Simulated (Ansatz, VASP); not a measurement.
This is a calculation of TaN for Ansatz 0.2.0.

The input input.yaml:

```yaml
crystal:
  lattice:
    - [2.938, 0.0, 0.0]
    - [-1.469, 2.5443826363, 0.0]
    - [0.0, 0.0, 2.883]
  atoms:
    - { symbol: Ta, position: [0.0, 0.0, 0.5] }
    - { symbol: "N", position: [0.6666666667, 0.3333333333, 0.0] }
hamiltonian:
  xc: { exchange: pbe, correlation: pbe, exx: { coeff: 0.1, omega: 0.2 } }
  pseudopotentials: { kind: paw }
kpoints:
  mp_grid: { grid: [5, 5, 5] }
scf:
  occupations: { method: fermi_dirac, width: 0.05 }
output:
  forces: true
  stress: true
  eigenvalues: true
```

Potentials or basis: Ansatz PAW.

Launch:

```bash
$ ansatz run input.yaml --threads 2 --pin off --max-ram 5632MiB --backend cpu --events-out ev --progress --plain --runs-dir out
```

**Question.** Translate it to VASP 6.6.1. Potentials there: VASP PAW PBE potentials, release 64 (Ta_pv, N).

**Answer.** As run (the cutoff follows the program's own potentials):

The input POSCAR:

```
TaN
1.0
    2.9380000000      0.0000000000      0.0000000000
   -1.4690000000      2.5443826363      0.0000000000
    0.0000000000      0.0000000000      2.8830000000
Ta N
1 1
Direct
    0.0000000000      0.0000000000      0.5000000000
    0.6666666667      0.3333333333      0.0000000000
```

INCAR.step1

```
SYSTEM = TaN
PREC     = Accurate       ! precision mode
ENCUT    = 520            ! plane-wave cutoff, eV
EDIFF    = 1E-5           ! SCF threshold, eV
ISMEAR   = -1             ! smearing method
SIGMA    = 0.05           ! smearing width, eV
LREAL    = .FALSE.        ! projectors in reciprocal space
LASPH    = .TRUE.         ! aspherical terms in the spheres
NELM     = 80             ! most SCF steps
ALGO     = Normal         ! electronic algorithm
ISIF     = 2              ! what is computed and relaxed
LWAVE    = .TRUE.         ! write WAVECAR
LCHARG   = .FALSE.        ! write CHGCAR
NBANDS   = 15             ! bands
GGA      = PE             ! functional
```

The input INCAR.step2:

```
SYSTEM = TaN
PREC     = Accurate       ! precision mode
ENCUT    = 520            ! plane-wave cutoff, eV
EDIFF    = 1E-7           ! SCF threshold, eV
ISMEAR   = -1             ! smearing method
SIGMA    = 0.05           ! smearing width, eV
LREAL    = .FALSE.        ! projectors in reciprocal space
LASPH    = .TRUE.         ! aspherical terms in the spheres
NELM     = 80             ! most SCF steps
ALGO     = Normal         ! electronic algorithm
ISIF     = 2              ! what is computed and relaxed
LWAVE    = .FALSE.        ! write WAVECAR
LCHARG   = .FALSE.        ! write CHGCAR
GGA      = PE             ! functional
LHFCALC  = .TRUE.         ! exact exchange
AEXX     = 0.1            ! exact-exchange fraction
HFSCREEN = 0.2            ! screening, 1/A
PRECFOCK = Normal       
NBANDS   = 15             ! bands
ISTART   = 1
```

The input KPOINTS:

```
regular mesh
0
G
  5 5 5
  0 0 0
```

Potentials or basis: VASP PAW PBE potentials, release 64 (Ta_pv, N).

Command:

```sh
$ cat potpaw_PBE.64/Ta_pv/POTCAR potpaw_PBE.64/N/POTCAR > POTCAR
$ cp INCAR.step1 INCAR
$ mpirun -np 1 vasp_std > vasp.out
$ cp INCAR.step2 INCAR
$ mpirun -np 1 vasp_std > vasp.out
```

Both were run:

|  | VASP | Ansatz | Ansatz less VASP |
| --- | --- | --- | --- |
| gap on the k mesh at the Fermi level (eV) | none | none | - |
| pressure (GPa) | 1.4 | 1.2 | -0.17 |
| traceless stress, the component that is largest in VASP (GPa) | -0.05 | -0.13 | -0.086 |

VASP's potentials were made for PBE, not for PBE-based screened hybrid. A gap of «none» marks a metal or a gap that the smearing closes. With one functional, cell and mesh, what is left measures potentials, basis and numerics. VASP's potentials hold 16 valence electrons a cell and Ansatz's 18, so a difference there can come from the potentials and not from the codes.

The k mesh is coarse, so the values compare programs but aren't converged. Neither program's run includes spin-orbit coupling.
